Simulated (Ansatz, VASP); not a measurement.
One calculation of K2IBr, two programs

```
Br I K
1.0
     2.41827    1.39619    7.91989
    -2.41827    1.39619    7.91989
     0.00000   -2.79238    7.91989
Br I K
1 1 2
Direct
  0.00000 0.00000 0.00000
  0.50000 0.50000 0.50000
  0.25590 0.25590 0.25590
  0.74410 0.74410 0.74410
```

Alike in both runs: task single point; functional PBEsol; k mesh 4 × 4 × 4; no spin polarisation.

|  | VASP | Ansatz |
| --- | --- | --- |
| version | VASP 6.6.1 | Ansatz 0.2.0 |
| potentials or method | VASP PAW PBE potentials, release 64 (Br, I, K_sv) | plane waves, PAW |
| plane-wave cutoff (eV) | 520 | 420 |
| occupations | gaussian, width 0.01 eV | fixed |
| valence electrons in the cell | 32 | 42 |

```tsv
	VASP	Ansatz	Ansatz less VASP
gap on the k mesh at the Fermi level (eV)	3.69	3.69	+0.004
```

VASP's potentials were made for PBE, not for PBEsol. VASP's potentials hold 32 valence electrons a cell and Ansatz's 42, so a difference there can come from the potentials and not from the codes.

Neither program's run includes spin-orbit coupling.
